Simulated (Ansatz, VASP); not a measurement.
## SnTe: VASP beside Ansatz

```
Sn Te
1.0
     4.45956    0.00000    0.00000
    -2.22978    3.86209    0.00000
     0.00000    0.00000   15.41474
Sn Te
4 4
Direct
  0.00000 0.00000 0.00000
  0.33333 0.66667 0.25000
  0.00000 0.00000 0.50000
  0.66667 0.33333 0.75000
  0.66667 0.33333 0.12128
  0.66667 0.33333 0.37872
  0.33333 0.66667 0.62128
  0.33333 0.66667 0.87872
```

Alike in both runs: functional PBE; k mesh 12 × 12 × 3; occupations gaussian, width 0.01 eV; no spin polarisation.

Ansatz relaxed the structure, and its values are those at the end. VASP's run is a single point on that final structure, the one shown.

|  | VASP | Ansatz |
| --- | --- | --- |
| version | VASP 6.6.1 | Ansatz 0.2.0 |
| potentials or method | VASP PAW PBE potentials, release 64 (Sn_d, Te), cutoff 520 eV | scalar-relativistic, plane waves, PAW |
| valence electrons in the cell | 80 | 120 |

|  | VASP | Ansatz | Ansatz less VASP |
| --- | --- | --- | --- |
| gap on the k mesh at the Fermi level (eV) | none | none | - |
| pressure (GPa) | 0.0 | 0.0 | +0.02 |

A gap of «none» marks a metal or a gap that the smearing closes. VASP's potentials hold 80 valence electrons a cell and Ansatz's 120, so a difference there can come from the potentials and not from the codes.

Neither program's run includes spin-orbit coupling.
